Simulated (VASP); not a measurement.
# AgCl (P4/mmm) in VASP: single point with PBEsol

Aim: the single point of AgCl with PBEsol.

Everything below comes from runs of VASP 6.6.1. Logs are shortened: lines on timing, memory, paths and dates and some standing lists are left out, and cuts for length are marked.

**1. The cell of the first run**

It takes space group P4/mmm (No. 123, tetragonal). The conventional cell has a = 3.331 Å, b = 3.331 Å, c = 3.487 Å, α = 90.00°, β = 90.00°, γ = 90.00°. Within 3.9 Å of Ag (site symmetry 4/mmm) lie 8 Cl at 2.93 Å and 6 Ag at 3.33 to 3.49 Å. Within 3.9 Å of Cl (site symmetry 4/mmm) lie 8 Ag at 2.93 Å and 6 Cl at 3.33 to 3.49 Å.

**2. Single point, PBEsol (the cell strained)**

Contents of INCAR:

```
SYSTEM = AgCl
ALGO = Normal
EDIFF = 1E-6
ENCUT = 520
GGA = PS
ISIF = 2
ISMEAR = 0
LASPH = .True.
LCHARG = .False.
LREAL = .False.
LWAVE = .False.
NBANDS = 26
NELM = 80
PREC = Accurate
SIGMA = 0.05
```

Contents of KPOINTS:

```
k-points
0
Gamma
  10 10 6
  0 0 0
```

Contents of POSCAR:

```
AgCl
1.0
    3.4867243335      0.0000000000      0.0000000000
    0.0000000000      3.3311591989      0.0000000000
    0.0000000000      0.0000000000      6.6623183978
Ag Cl
2 2
Direct
    0.0000000000      0.0000000000      0.0000000000
    0.0000000000      0.0000000000      0.5000000000
    0.5000000000      0.5000000000      0.2500000000
    0.5000000000      0.5000000000      0.7500000000
```

Potentials or basis: VASP PAW PBE potentials, release 64 (Ag, Cl).

Run with:

```bash
$ cat potpaw_PBE.64/Ag/POTCAR potpaw_PBE.64/Cl/POTCAR > POTCAR
$ mpirun -np 1 vasp_std > vasp.out
```

OUTCAR:

```text
SYSTEM = AgCl
   EDIFF = 1E-6
   ENCUT = 520
   GGA = PS
   ISIF = 2
   ISMEAR = 0
   LASPH = .True.
   LREAL = .False.
   NELM = 80
   PREC = Accurate

 ion  position               nearest neighbor table
   1  0.000  0.000  0.000-   3 2.93   4 2.93   3 2.93   4 2.93   3 2.93   4 2.93   3 2.93   4 2.93
                             2 3.33   2 3.33
   2  0.000  0.000  0.500-   3 2.93   4 2.93   3 2.93   4 2.93   3 2.93   4 2.93   3 2.93   4 2.93
                             1 3.33   1 3.33
   3  0.500  0.500  0.250-   1 2.93   2 2.93   1 2.93   2 2.93   1 2.93   2 2.93   1 2.93   2 2.93

   4  0.500  0.500  0.750-   1 2.93   2 2.93   1 2.93   2 2.93   1 2.93   2 2.93   1 2.93   2 2.93

  LATTYP: Found a simple orthorhombic cell.
 ALAT       =     3.3311591989
 B/A-ratio  =     1.0467000000
 C/A-ratio  =     2.0000000000

  Lattice vectors:

 A1 = (   0.0000000000,  -3.3311591989,   0.0000000000)
 A2 = (   3.4867243335,   0.0000000000,   0.0000000000)
 A3 = (   0.0000000000,   0.0000000000,   6.6623183978)

Analysis of symmetry for initial positions (statically):
=====================================================================
 Subroutine PRICEL returns following result:

  LATTYP: Found a simple tetragonal cell.
 ALAT       =     3.3311591989
 C/A-ratio  =     1.0467000000

  Lattice vectors:

 A1 = (   0.0000000000,   3.3311591989,   0.0000000000)
 A2 = (   0.0000000000,   0.0000000000,   3.3311591989)
 A3 = (   3.4867243335,   0.0000000000,   0.0000000000)

   2 primitive cells build up your supercell.

 Routine SETGRP: Setting up the symmetry group for a
 simple orthorhombic supercell.

 Subroutine GETGRP returns: Found  8 space group operations
 (whereof  8 operations were pure point group operations)
 out of a pool of  8 trial point group operations.

The static configuration has the point symmetry D_2h.

Analysis of symmetry for dynamics (positions and initial velocities):
=====================================================================
 Subroutine PRICEL returns following result:

  LATTYP: Found a simple tetragonal cell.
 ALAT       =     3.3311591989
 C/A-ratio  =     1.0467000000

  Lattice vectors:

 A1 = (   0.0000000000,   3.3311591989,   0.0000000000)
 A2 = (   0.0000000000,   0.0000000000,   3.3311591989)
 A3 = (   3.4867243335,   0.0000000000,   0.0000000000)

   2 primitive cells build up your supercell.

 Routine SETGRP: Setting up the symmetry group for a
 simple orthorhombic supercell.

 Subroutine GETGRP returns: Found  8 space group operations
 (whereof  8 operations were pure point group operations)
 out of a pool of  8 trial point group operations.

The dynamic configuration has the point symmetry D_2h.

 Subroutine INISYM returns: Found  8 space group operations
 (whereof  8 operations are pure point group operations),
 and found     2 'primitive' translations

----------------------------------------------------------------------------------------

                                     Primitive cell

  volume of cell :      38.6909

  direct lattice vectors                    reciprocal lattice vectors
     0.000000000  3.331159199  0.000000000     0.000000000  0.300195800  0.000000000
     0.000000000  0.000000000  3.331159199     0.000000000  0.000000000  0.300195800
     3.486724334  0.000000000  0.000000000     0.286802140  0.000000000  0.000000000

  length of vectors
     3.331159199  3.331159199  3.486724334     0.300195800  0.300195800  0.286802140

  position of ions in fractional coordinates (direct lattice)
     0.000000000  0.000000000  0.000000000
     0.500000000  0.500000000  0.500000000

  ion indices of the primitive-cell ions
   primitive index   ion index
                 1           1
                 2           3

----------------------------------------------------------------------------------------

 KPOINTS: k-points

Automatic generation of k-mesh.
 Grid dimensions read from file:
 generate k-points for:   10   10    6

 Generating k-lattice:

  Cartesian coordinates                     Fractional coordinates (reciprocal lattice)
     0.028680214  0.000000000  0.000000000     0.100000000  0.000000000  0.000000000
     0.000000000  0.030019580  0.000000000     0.000000000  0.100000000  0.000000000
     0.000000000  0.000000000  0.025016317     0.000000000  0.000000000  0.166666667

  Length of vectors
     0.028680214  0.030019580  0.025016317

  Shift w.r.t. Gamma in fractional coordinates (k-lattice)
     0.000000000  0.000000000  0.000000000

 Subroutine IBZKPT returns following result:
 ===========================================

 Found    144 irreducible k-points:

 Following reciprocal coordinates:
            Coordinates               Weight
  0.000000  0.000000  0.000000      1.000000
  0.100000  0.000000  0.000000      2.000000
  0.200000  0.000000  0.000000      2.000000
  0.300000  0.000000  0.000000      2.000000
  0.400000  0.000000  0.000000      2.000000
  0.500000  0.000000  0.000000      1.000000
[... 16 lines left out ...]
  0.400000  0.300000  0.000000      4.000000
  0.500000  0.300000  0.000000      2.000000
 [... further k-points ...]
   k-points           NKPTS =    144   k-points in BZ     NKDIM =    144   number of bands    NBANDS=     26
   number of dos      NEDOS =    301   number of ions     NIONS =      4
   total plane-waves  NPLWV =  39200
   dimension x,y,z NGX =    28 NGY =   28 NGZ =   50
   dimension x,y,z NGXF=    56 NGYF=   56 NGZF=  100
   ions per type =               2   2
   NGX,Y,Z   is equivalent  to a cutoff of  13.35, 13.97, 12.48 a.u.
   NGXF,Y,Z  is equivalent  to a cutoff of  26.70, 27.95, 24.95 a.u.
 SYSTEM =  AgCl
   PREC   = accura    normal or accurate (medium, high low for compatibility)
   ISTART =      0    job   : 0-new  1-cont  2-samecut
   ICHARG =      2    charge: 1-file 2-atom 10-const
   ISPIN  =      1    spin polarized calculation?
   LNONCOLLINEAR =      F non collinear calculations
   LSORBIT =      F    spin-orbit coupling
   LASPH  =      T    aspherical Exc in radial PAW
   ENCUT  =  520.0 eV  38.22 Ry    6.18 a.u.   6.48  6.19 12.39*2*pi/ulx,y,z
   NELM   =     80;   NELMIN=  2; NELMDL= -5     # of ELM steps
   EDIFF  = 0.1E-05   stopping-criterion for ELM
   LREAL  =      F    real-space projection
   EDIFFG = 0.1E-04   stopping-criterion for IOM
   NSW    =      0    number of steps for IOM
   IBRION =     -1    ionic relax: 0-MD 1-quasi-New 2-CG
   NFREE  =      0    steps in history (QN), initial steepest desc. (CG)
   ISIF   =      2    stress and relaxation
   ISYM   =      2    0-nonsym 1-usesym 2-fastsym
   POTIM  = 0.5000    time-step for ionic-motion
   TEBEG  =    0.0;   TEEND  =   0.0 temperature during run
   PSTRESS=    0.0 pullay stress
   NELECT =      36.0000    total number of electrons
   NUPDOWN=      -1.0000    fix difference up-down
   EMIN   =  10.00;   EMAX   =-10.00  energy-range for DOS
   EFERMI =   0.00;   METHOD = LEGACY
   ISMEAR =     0;   SIGMA  =   0.05  broadening in eV -4-tet -1-fermi 0-gaus
   EFERMI_NEDOS =   21; number of points for ismear=-14 and -15
   IALGO  =     38    algorithm
   IMIX   =      4    mixing-type and parameters
     AMIX     =   0.40;   BMIX     =  1.00
     AMIX_MAG =   1.60;   BMIX_MAG =  1.00
  volume/ion in A,a.u.               =      19.35       130.55
  Fermi-wavevector in a.u.,A,eV,Ry     =   1.268517  2.397149 21.893607  1.609135
  Thomas-Fermi vector in A             =   2.401607
   LORBIT       =      0    0 simple, 1 ext, 2 COOP (PROOUT), +10 PAW based schemes
   GGA     = PS    functional components
   LHFCALC =     F    Hartree Fock is set to
   AEXX    =    0.0000 exact exchange contribution
   IVDW    =     0    specifies the selected vdW correction
   LEPSILON=     F    determine dielectric tensor
   LRPA    =     F    only Hartree local field effects (RPA)
 non-spin polarized calculation
 Gauss-broadening in eV      SIGMA  =   0.05
  energy-cutoff  :      520.00
  volume of cell :       77.38
 maximum number of plane-waves:      2120
 NGX is ok and might be reduce to    28
   NGX = 13   NGY = 13   NGZ = 25

 number of electron      35.9999996 magnetization

 Free energy of the ion-electron system (eV)
  ---------------------------------------------------
  ext. energy  EPLUGINS =         0.00000000
  ---------------------------------------------------
  free energy    TOTEN  =       -11.59598755 eV

  energy without entropy =      -11.59598755  energy(sigma->0) =      -11.59598755

 E-fermi :   4.5995     XC(G=0): -10.8608

 val. band max:        4.4122173923   @ k =   0.5000   0.0000   0.0000
 cond. band min:       4.7815851386   @ k =   0.0000   0.0000   0.0000
 fundamental gap:      0.3693677463
 Fermi energy:         4.5994508030

 k-point     1 :       0.0000    0.0000    0.0000
  band No.  band energies     occupation
      1     -10.4937      2.00000
      2      -9.9105      2.00000
      3      -1.0847      2.00000
      4       1.0828      2.00000
      5       1.3633      2.00000
      6       1.3981      2.00000
[... 18 lines left out ...]
     25      13.7551      0.00000
     26      14.6723      0.00000

 k-point     2 :       0.1000    0.0000    0.0000
  band No.  band energies     occupation
      1     -10.4536      2.00000
      2      -9.8867      2.00000
      3      -0.9885      2.00000
      4       1.0393      2.00000
      5       1.2105      2.00000
      6       1.3764      2.00000
[... 18 lines left out ...]
     25      13.8066      0.00000
     26      14.8693      0.00000

 k-point     3 :       0.2000    0.0000    0.0000
  band No.  band energies     occupation
      1     -10.3452      2.00000
      2      -9.8232      2.00000
      3      -0.7136      2.00000
      4       0.4539      2.00000
      5       0.9157      2.00000
      6       1.4111      2.00000
[... 572 lines left out ...]
 k-point    23 :       0.4000    0.3000    0.0000
  band No.  band energies     occupation
      1      -9.8230      2.00000
      2      -9.3847      2.00000
      3      -0.1546      2.00000
      4      -0.1417      2.00000
      5      -0.0100      2.00000
      6       0.5101      2.00000
[... 18 lines left out ...]
     25      14.4881      0.00000
     26      15.4917      0.00000

 k-point    24 :       0.5000    0.3000    0.0000
  band No.  band energies     occupation
      1      -9.7880      2.00000
      2      -9.3523      2.00000
      3      -0.2549      2.00000
      4      -0.1430      2.00000
      5      -0.0888      2.00000
      6       0.3821      2.00000
[... 18 lines left out ...]
     25      14.0116      0.00000
     26      15.4620      0.00000

 [... further k-points ...]

------------------------ aborting loop because EDIFF is reached ----------------------------------------

  FORCE on cell =-STRESS in cart. coord.  units (eV):
  Direction    XX          YY          ZZ          XY          YZ          ZX
  --------------------------------------------------------------------------------------
  -------------------------------------------------------------------------------------
  Total       -2.0029219     -0.9458713     -0.9464335     -0.0000000      0.0000000      0.0000000
  in kB      -41.4702071    -19.5841288    -19.5957690     -0.0000000      0.0000000      0.0000000
  external PRESSURE =     -26.8833683 kB  Pullay stress =       0.0000000 kB

 VOLUME and BASIS-vectors are now :
 -----------------------------------------------------------------------------
  energy-cutoff  :      520.00
  volume of cell :       77.38
      direct lattice vectors                 reciprocal lattice vectors
     3.486724334  0.000000000  0.000000000     0.286802140  0.000000000  0.000000000
     0.000000000  3.331159199  0.000000000     0.000000000  0.300195800  0.000000000
     0.000000000  0.000000000  6.662318398     0.000000000  0.000000000  0.150097900

 POSITION                                       TOTAL-FORCE (eV/Angst)
 -----------------------------------------------------------------------------------
      0.00000      0.00000      0.00000        -0.000000      0.000000     -0.000000
      0.00000      0.00000      3.33116        -0.000000      0.000000      0.000000
      1.74336      1.66558      1.66558         0.000000      0.000000      0.000000
      1.74336      1.66558      4.99674         0.000000     -0.000000      0.000000
 -----------------------------------------------------------------------------------
    total drift:                               -0.000000      0.000000      0.000000

  FREE ENERGIE OF THE ION-ELECTRON SYSTEM (eV)
  ---------------------------------------------------
  free  energy   TOTEN  =       -11.5959875548 eV

  energy  without entropy=      -11.5959875547  energy(sigma->0) =      -11.59598755
```

Wall time 1.7 min (1 thread of Intel Xeon 6975P-C (Granite Rapids), shared host); peak memory 0.36 GiB.

Results:

```
Free energy            : -11.5960 eV
Pressure               : -2.7 GPa
Band gap on the k mesh : 0.37 eV
```

Stress tensor (GPa, compression positive):
```
-4.15  0.00  0.00
 0.00 -1.96  0.00
 0.00  0.00 -1.96
```

Caveat: the cell differs from its parent crystal (the cell strained); the PAW data sets were made with another functional, which shifts forces and pressure a little. A k mesh can miss the band edges.
